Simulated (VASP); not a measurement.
Set up this calculation in VASP 6.6.1, as the native input.

| Item | Value |
| --- | --- |
| Task | single point |
| Functional | PBE |
| Potentials or basis | VASP PAW PBE potentials, release 64 (Pb_d, O) |
| Cutoff | 520 eV |
| k mesh | 8 × 8 × 10 |
| Occupations | gaussian, width 0.1 eV |
| Spin | no spin polarisation |
| Dipole correction | no |
| Further INCAR settings | ALGO = Normal; EDIFF = 1e-07; NBANDS = 35 |

The structure of PbO2 lies in POSCAR:

```
PbO2
1.0
    5.3280682698      0.0000000000      0.0000000000
    0.0000000000      5.3280682698      0.0000000000
    0.0000000000      0.0000000000      3.4453845677
Pb O
2 4
Direct
    0.0000000000      0.0000000000      0.0000000000
    0.5000000000      0.5000000000      0.5000000000
    0.3119303080      0.3119303080      0.0000000000
    0.1880696920      0.8119303080      0.5000000000
    0.6880696920      0.6880696920      0.0000000000
    0.8119303080      0.1880696920      0.5000000000
```

These files were run (other wordings do the same):

INCAR

```
  PREC = Accurate
  ENCUT = 520
  EDIFF = 1E-7
  ISMEAR = 0
  SIGMA = 0.1
  LREAL = F
  LASPH = T
  NELM = 60
  ALGO = Normal
  ISIF = 2
  LWAVE = F
  LCHARG = F
  GGA = PE
  NBANDS = 35
```

KPOINTS

```
Automatic mesh
0
Gamma
  8 8 10
```

Potentials or basis: VASP PAW PBE potentials, release 64 (Pb_d, O).

Command:

```console
$ cat potpaw_PBE.64/Pb_d/POTCAR potpaw_PBE.64/O/POTCAR > POTCAR
$ mpirun -np 1 vasp_std > vasp.out
```

Results of the run:

The pressure is -7.2 GPa and the largest force is 0.025 eV/Å.

Caveat: the cell stands under tension.

It took 2.1 min on 1 thread of Intel(R) Xeon(R) 6975P-C (Granite Rapids) (shared host), peak memory 0.36 GiB.
